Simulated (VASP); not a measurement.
# FeGe (P2_13) in VASP: notebook

Runs on FeGe. Level: PBE. Tasks: single point.

All numbers are computed with VASP 6.6.1; they aren't measurements. Logs are shortened: lines on timing, memory, paths and dates and some standing lists are left out, and cuts for length are marked.

## 1. The cell of the first run

Symmetry: P2_13, No. 198, cubic system. Conventional cell: a = 4.554 Å, b = 4.554 Å, c = 4.554 Å, α = 90.00°, β = 90.00°, γ = 90.00°. Fe (site symmetry 3) has 7 Ge at 2.34 to 2.56 Å and 6 Fe at 2.79 Å within 3.1 Å. Within 3.1 Å of Ge (site symmetry 3) lie 7 Fe at 2.34 to 2.56 Å and 6 Ge at 2.83 Å.

## 2. Single point, PBE (11.81 Å³/atom)

Contents of INCAR:

```
PREC = Accurate
ENCUT = 520
EDIFF = 1E-6
ISMEAR = 0
SIGMA = 0.03
LREAL = False
LASPH = True
NELM = 100
ALGO = Normal
ISIF = 2
LWAVE = False
LCHARG = True
GGA = PE
LELF = True
LVHAR = True
NBANDS = 54
```

Contents of KPOINTS:

```
Automatic mesh
0
Gamma
  10 10 10
```

Contents of POSCAR:

```
FeGe
1.0
    4.5540603832      0.0000000000      0.0000000000
    0.0000000000      4.5540603832      0.0000000000
    0.0000000000      0.0000000000      4.5540603832
Fe Ge
4 4
Direct
    0.1360543111      0.1360543111      0.1360543111
    0.3639456889      0.8639456889      0.6360543111
    0.6360543111      0.3639456889      0.8639456889
    0.8639456889      0.6360543111      0.3639456889
    0.8393791765      0.8393791765      0.8393791765
    0.6606208235      0.1606208235      0.3393791765
    0.3393791765      0.6606208235      0.1606208235
    0.1606208235      0.3393791765      0.6606208235
```

Potentials or basis: VASP PAW PBE potentials, release 64 (Fe, Ge_d).

The run is started by

```console
> cat potpaw_PBE.64/Fe/POTCAR potpaw_PBE.64/Ge_d/POTCAR > POTCAR
> mpirun -np 1 vasp_std > vasp.out
```

OUTCAR:

```text
PREC = Accurate
   ENCUT = 520
   EDIFF = 1E-6
   ISMEAR = 0
   LREAL = False
   LASPH = True
   NELM = 100
   ISIF = 2
   GGA = PE

 ion  position               nearest neighbor table
   1  0.136  0.136  0.136-   5 2.34   6 2.36   7 2.36   8 2.36   7 2.56   8 2.56   6 2.56   3 2.79
                             4 2.79   2 2.79   2 2.79   4 2.79   3 2.79
   2  0.364  0.864  0.636-   6 2.34   5 2.36   7 2.36   8 2.36   7 2.56   8 2.56   5 2.56   1 2.79
                             1 2.79   3 2.79   3 2.79   4 2.79   4 2.79
   3  0.636  0.364  0.864-   7 2.34   6 2.36   5 2.36   8 2.36   8 2.56   6 2.56   5 2.56   1 2.79
                             4 2.79   2 2.79   2 2.79   4 2.79   1 2.79
   4  0.864  0.636  0.364-   8 2.34   6 2.36   7 2.36   5 2.36   6 2.56   5 2.56   7 2.56   1 2.79
                             3 2.79   2 2.79   1 2.79   2 2.79   3 2.79
   5  0.839  0.839  0.839-   1 2.34   2 2.36   3 2.36   4 2.36   3 2.56   4 2.56   2 2.56   6 2.83
                             7 2.83   8 2.83   6 2.83   8 2.83   7 2.83
   6  0.661  0.161  0.339-   2 2.34   1 2.36   3 2.36   4 2.36   3 2.56   4 2.56   1 2.56   8 2.83
                             5 2.83   5 2.83   7 2.83   7 2.83   8 2.83
   7  0.339  0.661  0.161-   3 2.34   2 2.36   1 2.36   4 2.36   4 2.56   2 2.56   1 2.56   8 2.83
                             5 2.83   8 2.83   6 2.83   6 2.83   5 2.83
   8  0.161  0.339  0.661-   4 2.34   2 2.36   3 2.36   1 2.36   2 2.56   1 2.56   3 2.56   7 2.83
                             5 2.83   7 2.83   5 2.83   6 2.83   6 2.83

  LATTYP: Found a simple cubic cell.
 ALAT       =     4.5540603832

  Lattice vectors:

 A1 = (   4.5540603832,   0.0000000000,   0.0000000000)
 A2 = (   0.0000000000,   4.5540603832,   0.0000000000)
 A3 = (   0.0000000000,   0.0000000000,   4.5540603832)

Analysis of symmetry for initial positions (statically):
=====================================================================
 Subroutine PRICEL returns:
 Original cell was already a primitive cell.

 Routine SETGRP: Setting up the symmetry group for a
 simple cubic supercell.

 Subroutine GETGRP returns: Found 12 space group operations
 (whereof  3 operations were pure point group operations)
 out of a pool of 48 trial point group operations.

The static configuration has the point symmetry C_3 .
 The point group associated with its full space group is T   .

Analysis of symmetry for dynamics (positions and initial velocities):
=====================================================================
 Subroutine PRICEL returns:
 Original cell was already a primitive cell.

[... 127 lines left out ...]
   ISYM   =      2    0-nonsym 1-usesym 2-fastsym
   POTIM  = 0.5000    time-step for ionic-motion
   TEBEG  =    0.0;   TEEND  =   0.0 temperature during run
   PSTRESS=    0.0 pullay stress
   NELECT =      88.0000    total number of electrons
   NUPDOWN=      -1.0000    fix difference up-down
   EMIN   =  10.00;   EMAX   =-10.00  energy-range for DOS
   EFERMI =   0.00;   METHOD = LEGACY
   ISMEAR =     0;   SIGMA  =   0.03  broadening in eV -4-tet -1-fermi 0-gaus
   EFERMI_NEDOS =   21; number of points for ismear=-14 and -15
   IALGO  =     38    algorithm
   IMIX   =      4    mixing-type and parameters
     AMIX     =   0.40;   BMIX     =  1.00
     AMIX_MAG =   1.60;   BMIX_MAG =  1.00
  volume/ion in A,a.u.               =      11.81        79.67
  Fermi-wavevector in a.u.,A,eV,Ry     =   1.598958  3.021592 34.785543  2.556665
  Thomas-Fermi vector in A             =   2.696326
   LORBIT       =      0    0 simple, 1 ext, 2 COOP (PROOUT), +10 PAW based schemes
   GGA     = PE    functional components
   LHFCALC =     F    Hartree Fock is set to
   AEXX    =    0.0000 exact exchange contribution
   IVDW    =     0    specifies the selected vdW correction
   LEPSILON=     F    determine dielectric tensor
   LRPA    =     F    only Hartree local field effects (RPA)
 non-spin polarized calculation
 Gauss-broadening in eV      SIGMA  =   0.03
  energy-cutoff  :      520.00
  volume of cell :       94.45
 maximum number of plane-waves:      2562
 NGX is ok and might be reduce to    36
   NGX = 17   NGY = 17   NGZ = 17

 number of electron      88.0000088 magnetization

 Free energy of the ion-electron system (eV)
  ---------------------------------------------------
  ext. energy  EPLUGINS =         0.00000000
  ---------------------------------------------------
  free energy    TOTEN  =       -51.43730257 eV

  energy without entropy =      -51.43721894  energy(sigma->0) =      -51.43726075

 E-fermi :   8.9531     XC(G=0): -13.3770

 val. band max:        8.8962054931   @ k =   0.3000   0.1000   0.1000
 cond. band min:       9.0076084804   @ k =   0.4000   0.2000   0.0000
 fundamental gap:      0.1114029872
 Fermi energy:         8.9530683581

 k-point     1 :       0.0000    0.0000    0.0000
  band No.  band energies     occupation
      1     -15.6984      2.00000
      2     -15.6984      2.00000
      3     -15.6984      2.00000
      4     -15.6550      2.00000
      5     -15.6550      2.00000
      6     -15.6550      2.00000
[... 1357 lines left out ...]
     53      12.9877      0.00000
     54      13.5702      0.00000

 [... further k-points ...]

------------------------ aborting loop because EDIFF is reached ----------------------------------------

  FORCE on cell =-STRESS in cart. coord.  units (eV):
  Direction    XX          YY          ZZ          XY          YZ          ZX
  --------------------------------------------------------------------------------------
  -------------------------------------------------------------------------------------
  Total        6.9269538      6.9269538      6.9269538      0.0000000      0.0000000      0.0000000
  in kB      117.5050460    117.5050460    117.5050460      0.0000000      0.0000000      0.0000000
  external PRESSURE =     117.5050460 kB  Pullay stress =       0.0000000 kB

 VOLUME and BASIS-vectors are now :
 -----------------------------------------------------------------------------
  energy-cutoff  :      520.00
  volume of cell :       94.45
      direct lattice vectors                 reciprocal lattice vectors
     4.554060383  0.000000000  0.000000000     0.219584265  0.000000000  0.000000000
     0.000000000  4.554060383  0.000000000     0.000000000  0.219584265  0.000000000
     0.000000000  0.000000000  4.554060383     0.000000000  0.000000000  0.219584265

 POSITION                                       TOTAL-FORCE (eV/Angst)
 -----------------------------------------------------------------------------------
      0.61960      0.61960      0.61960         0.019878      0.019878      0.019878
      1.65743      3.93446      2.89663        -0.019878     -0.019878      0.019878
      2.89663      1.65743      3.93446         0.019878     -0.019878     -0.019878
      3.93446      2.89663      1.65743        -0.019878      0.019878     -0.019878
      3.82258      3.82258      3.82258        -0.000193     -0.000193     -0.000193
      3.00851      0.73148      1.54555         0.000193      0.000193     -0.000193
      1.54555      3.00851      0.73148        -0.000193      0.000193      0.000193
      0.73148      1.54555      3.00851         0.000193     -0.000193      0.000193
 -----------------------------------------------------------------------------------
    total drift:                               -0.000000     -0.000000      0.000000

  FREE ENERGIE OF THE ION-ELECTRON SYSTEM (eV)
  ---------------------------------------------------
  free  energy   TOTEN  =       -51.4373025666 eV

  energy  without entropy=      -51.4372189407  energy(sigma->0) =      -51.43726075
```

Wall time 2.7 min (1 thread of Intel Xeon 6975P-C (Granite Rapids), shared host); peak memory 0.4 GiB.

Results:

```
Free energy            : -51.4373 eV
Pressure               : 11.8 GPa
Largest force          : 0.034 eV/Å
Band gap on the k mesh : 0.11 eV (least direct gap 0.13 eV)
```

Forces in eV/Å, atoms in the order of the input:
```
Fe   0.020  0.020  0.020
Fe  -0.020 -0.020  0.020
Fe   0.020 -0.020 -0.020
Fe  -0.020  0.020 -0.020
Ge   0.000  0.000  0.000
Ge   0.000  0.000  0.000
Ge   0.000  0.000  0.000
Ge   0.000  0.000  0.000
```

Caveat: the cell stands under pressure. Spin polarisation is off, so any magnetic state and its effect on volume and gap are missing.

## 3. Single point, PBE (12.20 Å³/atom)

This run uses another cell than the first one, of 12.20 Å³/atom.

Contents of INCAR:

```
SYSTEM = FeGe
ALGO = Normal
EDIFF = 1E-7
ENCUT = 520
GGA = PE
ISIF = 2
ISMEAR = 0
LASPH = .True.
LCHARG = .False.
LREAL = .False.
LWAVE = .False.
NBANDS = 54
NELM = 80
PREC = Accurate
SIGMA = 0.03
```

Contents of KPOINTS:

```
k-points
0
Gamma
  10 10 10
  0 0 0
```

Contents of POSCAR:

```
FeGe
1.0
    4.6035649179      0.0000000000      0.0000000000
    0.0000000000      4.6035649179      0.0000000000
    0.0000000000      0.0000000000      4.6035649179
Fe Ge
4 4
Direct
    0.1343714759      0.1343714759      0.1343714759
    0.3656285241      0.8656285241      0.6343714759
    0.6343714759      0.3656285241      0.8656285241
    0.8656285241      0.6343714759      0.3656285241
    0.8386261861      0.8386261861      0.8386261861
    0.6613738139      0.1613738139      0.3386261861
    0.3386261861      0.6613738139      0.1613738139
    0.1613738139      0.3386261861      0.6613738139
```

Potentials or basis: VASP PAW PBE potentials, release 64 (Fe, Ge_d).

The run is started by

```console
> cat potpaw_PBE.64/Fe/POTCAR potpaw_PBE.64/Ge_d/POTCAR > POTCAR
> mpirun -np 1 vasp_std > vasp.out
```

OUTCAR:

```text
SYSTEM = FeGe
   EDIFF = 1E-7
   ENCUT = 520
   GGA = PE
   ISIF = 2
   ISMEAR = 0
   LASPH = .True.
   LREAL = .False.
   NELM = 80
   PREC = Accurate

 ion  position               nearest neighbor table
   1  0.134  0.134  0.134-   5 2.36   6 2.38   7 2.38   8 2.38   7 2.60   8 2.60   6 2.60   3 2.82
                             4 2.82   2 2.82   2 2.82   4 2.82   3 2.82
   2  0.366  0.866  0.634-   6 2.36   5 2.38   7 2.38   8 2.38   7 2.60   8 2.60   5 2.60   1 2.82
                             1 2.82   3 2.82   3 2.82   4 2.82   4 2.82
   3  0.634  0.366  0.866-   7 2.36   6 2.38   5 2.38   8 2.38   8 2.60   6 2.60   5 2.60   1 2.82
                             4 2.82   2 2.82   2 2.82   4 2.82   1 2.82
   4  0.866  0.634  0.366-   8 2.36   6 2.38   7 2.38   5 2.38   6 2.60   5 2.60   7 2.60   1 2.82
[... 1593 lines left out ...]
  external PRESSURE =      48.5121565 kB  Pullay stress =       0.0000000 kB

 VOLUME and BASIS-vectors are now :
 -----------------------------------------------------------------------------
  energy-cutoff  :      520.00
  volume of cell :       97.56
      direct lattice vectors                 reciprocal lattice vectors
     4.603564918  0.000000000  0.000000000     0.217222960  0.000000000  0.000000000
     0.000000000  4.603564918  0.000000000     0.000000000  0.217222960  0.000000000
     0.000000000  0.000000000  4.603564918     0.000000000  0.000000000  0.217222960

 POSITION                                       TOTAL-FORCE (eV/Angst)
 -----------------------------------------------------------------------------------
      0.61859      0.61859      0.61859         0.017216      0.017216      0.017216
      1.68319      3.98498      2.92037        -0.017216     -0.017216      0.017216
      2.92037      1.68319      3.98498         0.017216     -0.017216     -0.017216
      3.98498      2.92037      1.68319        -0.017216      0.017216     -0.017216
      3.86067      3.86067      3.86067         0.003306      0.003306      0.003306
      3.04468      0.74289      1.55889        -0.003306     -0.003306      0.003306
      1.55889      3.04468      0.74289         0.003306     -0.003306     -0.003306
      0.74289      1.55889      3.04468        -0.003306      0.003306     -0.003306
 -----------------------------------------------------------------------------------
    total drift:                                0.000000     -0.000000     -0.000000

  FREE ENERGIE OF THE ION-ELECTRON SYSTEM (eV)
  ---------------------------------------------------
  free  energy   TOTEN  =       -51.5953907214 eV

  energy  without entropy=      -51.5953097198  energy(sigma->0) =      -51.59535022
```

OSZICAR:

```text
N       E                     dE             d eps       ncg     rms          rms(c)
DAV:   1     0.100690328456E+04    0.10069E+04   -0.36407E+04  9490   0.440E+03
DAV:   2     0.164859438038E+03   -0.84204E+03   -0.80951E+03  8208   0.103E+03
DAV:   3    -0.388689108228E+02   -0.20373E+03   -0.19413E+03  8208   0.294E+02
DAV:   4    -0.568731596042E+02   -0.18004E+02   -0.17690E+02  9874   0.969E+01
DAV:   5    -0.573748877395E+02   -0.50173E+00   -0.50027E+00  9912   0.187E+01    0.253E+01
DAV:   6    -0.611738417765E+02   -0.37990E+01   -0.99502E+01 10416   0.795E+01    0.269E+01
DAV:   7    -0.517042951151E+02    0.94695E+01   -0.52427E+01  9854   0.599E+01    0.584E+00
DAV:   8    -0.516544625127E+02    0.49833E-01   -0.33184E+00  9232   0.957E+00    0.229E+00
DAV:   9    -0.515971735590E+02    0.57289E-01   -0.28515E-01 11118   0.497E+00    0.720E-01
DAV:  10    -0.515957608444E+02    0.14127E-02   -0.22343E-02  9132   0.126E+00    0.195E-01
DAV:  11    -0.515953953937E+02    0.36545E-03   -0.27184E-03 11506   0.661E-01    0.869E-02
DAV:  12    -0.515953906042E+02    0.47895E-05   -0.28415E-04 11106   0.156E-01    0.424E-02
DAV:  13    -0.515953908636E+02   -0.25940E-06   -0.58784E-05  9904   0.995E-02    0.960E-03
DAV:  14    -0.515953916093E+02   -0.74578E-06   -0.76081E-06 10858   0.261E-02    0.409E-03
DAV:  15    -0.515953909073E+02    0.70200E-06   -0.12897E-06  9290   0.127E-02    0.264E-03
DAV:  16    -0.515953907928E+02    0.11459E-06   -0.79508E-08  5184   0.287E-03    0.507E-04
DAV:  17    -0.515953907214E+02    0.71381E-07   -0.29519E-08  4998   0.122E-03
   1 F= -.51595391E+02 E0= -.51595350E+02  d E =-.810016E-04
```

Wall time 3 min (1 thread of Intel Xeon 6975P-C (Granite Rapids), shared host); peak memory 0.41 GiB.

What came out:

* Free energy: -51.5954 eV
* Pressure: 4.9 GPa
* Largest force: 0.030 eV/Å
* Band gap on the k mesh: 0.11 eV (least direct gap 0.13 eV)

Forces on the atoms (eV/Å):
```
Fe   0.017  0.017  0.017
Fe  -0.017 -0.017  0.017
Fe   0.017 -0.017 -0.017
Fe  -0.017  0.017 -0.017
Ge   0.003  0.003  0.003
Ge  -0.003 -0.003  0.003
Ge   0.003 -0.003 -0.003
Ge  -0.003  0.003 -0.003
```

Levels at points of the mesh, in eV from the valence-band top:
```
           k point  band 42  band 43  band 44  band 45  band 46  band 47
(0.00, 0.00, 0.00)    -0.23    -0.05    -0.05     0.48     0.48     0.48
(0.50, 0.00, 0.00)    -0.33    -0.01    -0.01     0.14     0.14     1.55
(0.50, 0.50, 0.00)    -0.90    -0.30    -0.30     0.55     0.55     0.99
(0.50, 0.50, 0.50)    -0.52    -0.52    -0.52     0.37     0.37     0.37
```

Caveat: the cell stands under pressure.
